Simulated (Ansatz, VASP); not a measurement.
**Te4W: VASP beside Ansatz**

File INCAR:

```
SYSTEM = Te4W
PREC     = Accurate       ! precision mode
ENCUT    = 600            ! plane-wave cutoff, eV
EDIFF    = 1E-6           ! SCF threshold, eV
ISMEAR   = 0              ! smearing method
SIGMA    = 0.1            ! smearing width, eV
LREAL    = .False.        ! projectors in reciprocal space
LASPH    = .True.         ! aspherical terms in the spheres
NELM     = 60             ! most SCF steps
ALGO     = Normal         ! electronic algorithm
ISIF     = 3              ! what is computed and relaxed
LWAVE    = .False.        ! write WAVECAR
LCHARG   = .False.        ! write CHGCAR
GGA      = PE             ! functional
IBRION   = 2              ! ionic algorithm
NSW      = 90             ! ionic steps
EDIFFG   = -0.04          ! ionic threshold
```

KPOINTS

```
Automatic mesh
0
Gamma
  4 4 6
  0 0 0
```

The input POSCAR:

```
Te4W
1.0
    4.6790942110     -4.6916667552      0.0000000000
    4.6790942110      4.6916667552      0.0000000000
    0.0000000000      0.0000000000      3.3676050256
Te W
4 1
Direct
    0.7871268148      0.7871268148      0.5000000000
    0.7284480785      0.2715519215      0.0000000000
    0.2715519215      0.7284480785      0.0000000000
    0.2128731852      0.2128731852      0.5000000000
    0.5000000000      0.5000000000      0.5000000000
```

Input for Ansatz:

```yaml
crystal:
  lattice:
    - [4.679094211, -4.6916667552, 0.0]
    - [4.679094211, 4.6916667552, 0.0]
    - [0.0, 0.0, 3.3676050256]
  atoms:
    - { symbol: Te, position: [0.7871268148, 0.7871268148, 0.5] }
    - { symbol: Te, position: [0.7284480785, 0.2715519215, 0.0] }
    - { symbol: Te, position: [0.2715519215, 0.7284480785, 0.0] }
    - { symbol: Te, position: [0.2128731852, 0.2128731852, 0.5] }
    - { symbol: W, position: [0.5, 0.5, 0.5] }
basis:
  ecutwfc: 420
kpoints:
  mp_grid: { grid: [4, 4, 6] }
hamiltonian:
  xc: pbe
scf:
  occupations: { method: gaussian, width: 0.1 }
  lower_state_search: "off"
output:
  forces: true
  stress: true
  eigenvalues: true
relax:
  adjacent_minimum: "off"
  f_tol: 0.04
  max_steps: 70
  cell: { stress_tol: 0.4 }
```

Change from the starting cell: species swapped into the FeCl4 type (Cmmm, No. 65).

Alike in both runs: task relaxation of cell and atoms; functional PBE; k mesh 4 × 4 × 6; occupations gaussian, width 0.1 eV; no spin polarisation.

|  | VASP | Ansatz |
| --- | --- | --- |
| version | VASP 6.6.1 | Ansatz 0.2.0 |
| potentials or method | VASP PAW PBE potentials, release 64 (Te, W_sv), cutoff 600 eV | scalar-relativistic, plane waves, PAW |
| valence electrons in the cell | 38 | 78 |

Ansatz gave:

| Quantity | Value |
| --- | --- |
| gap on the k mesh at the Fermi level, each at its own relaxed structure (eV) | none |
| relaxed volume (Å³/atom) | 29.65 |
| relaxed cell length with the largest relative difference (Å) | 3.404 |

Which values does VASP return?

gap on the k mesh at the Fermi level, each at its own relaxed structure (eV): none; relaxed volume (Å³/atom): 29.71; relaxed cell length with the largest relative difference (Å): 3.410.

A gap of «none» marks a metal or a gap that the smearing closes. VASP's potentials hold 38 valence electrons a cell and Ansatz's 78, so a difference there can come from the potentials and not from the codes.

Spin-orbit coupling is off throughout.
